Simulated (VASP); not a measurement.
Write the native input for VASP 6.6.1 that does the following.

```yaml
Task: single point
Functional: PBEsol
Potentials_or_basis: VASP PAW PBE potentials, release 64 (Na_pv)
Cutoff: 500 eV
k_mesh: 22 × 22 × 22
Occupations: gaussian, width 0.1 eV
Spin: no spin polarisation
Dipole_correction: no
Further_INCAR_settings: ALGO = Normal; EDIFF = 1e-06; NBANDS = 10
```

The structure of Na lies in POSCAR:

```
Na
1.0
    0.0000000000      1.4682824472      1.4682824472
    1.4682824472      0.0000000000      1.4682824472
    1.4682824472      1.4682824472      0.0000000000
Na
1
Direct
    0.0000000000      0.0000000000      0.0000000000
```

This isn't the form of Na at room conditions, which is bcc.

The input as run:

INCAR

```
PREC = Accurate ; ENCUT = 500
EDIFF = 1E-6 ; ISMEAR = 0
SIGMA = 0.1 ; LREAL = F
LASPH = T ; NELM = 120
ALGO = Normal ; ISIF = 2
LWAVE = F ; LCHARG = F
GGA = PS ; NBANDS = 10
GGA_COMPAT = F
```

KPOINTS

```
Automatic mesh
0
Gamma
  22 22 22
```

Potentials or basis: VASP PAW PBE potentials, release 64 (Na_pv).

The run is started by

```console
$ cat potpaw_PBE.64/Na_pv/POTCAR > POTCAR
$ mpirun -np 1 vasp_std > vasp.out
```

It gave:

| Item | Value |
| --- | --- |
| Pressure | 404.5 GPa |
| Band gap on the k mesh | zero (an odd number of electrons rules out a gap without spin polarisation) |

Caveat: atoms lie so close that the PAW spheres overlap strongly, which falsifies energies and pressures; the cell stands under pressure; the PAW data sets were made with another functional, which shifts forces and pressure a little.

Wall time 27 s on 1 thread of Intel Xeon 8259CL (shared host), peak memory 0.12 GiB.
